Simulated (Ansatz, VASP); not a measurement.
**One calculation of InAs, two programs**

INCAR

```
PREC = Accurate ; ENCUT = 520
EDIFF = 1E-7 ; ISMEAR = -1
SIGMA = 0.02 ; LREAL = F
LASPH = T ; NELM = 100
ALGO = Normal ; ISIF = 2
LWAVE = F ; LCHARG = F
GGA = PE ; NBANDS = 16
```

Contents of KPOINTS:

```
Automatic mesh
0
Gamma
  6 6 6
```

The input POSCAR:

```
InAs
1.0
    0.0000000000      3.1550359446      3.1550359446
    3.1550359446      0.0000000000      3.1550359446
    3.1550359446      3.1550359446      0.0000000000
In As
1 1
Direct
    0.0000000000      0.0000000000      0.0000000000
    0.2500000000      0.2500000000      0.2500000000
```

Input for Ansatz:

```yaml
crystal:
  lattice:
    - [0.0, 3.1550359446, 3.1550359446]
    - [3.1550359446, 0.0, 3.1550359446]
    - [3.1550359446, 3.1550359446, 0.0]
  atoms:
    - { symbol: In, position: [0.0, 0.0, 0.0] }
    - { symbol: As, position: [0.25, 0.25, 0.25] }
kpoints:
  mp_grid: { grid: [6, 6, 6] }
hamiltonian:
  xc: pbe
scf:
  occupations: { method: fermi_dirac, width: 0.02 }
  n_extra_bands: 4
output:
  forces: true
  stress: true
  eigenvalues: true
```

Alike in both runs: task single point; functional PBE; k mesh 6 × 6 × 6; occupations fermi-dirac, width 0.02 eV; no spin polarisation.

|  | VASP | Ansatz |
| --- | --- | --- |
| version | VASP 6.6.1 | Ansatz 0.2.0 |
| potentials or method | VASP PAW PBE potentials, release 64 (In_d, As) | plane waves, PAW |
| plane-wave cutoff (eV) | 520 | 420 |
| valence electrons in the cell | 18 | 28 |

|  | VASP | Ansatz | Ansatz less VASP |
| --- | --- | --- | --- |
| pressure (GPa) | -2.4 | -2.4 | -0.03 |

The functional is the same, so the differences come from potentials, cutoffs and numerics. VASP's potentials hold 18 valence electrons a cell and Ansatz's 28, so a difference there can come from the potentials and not from the codes.
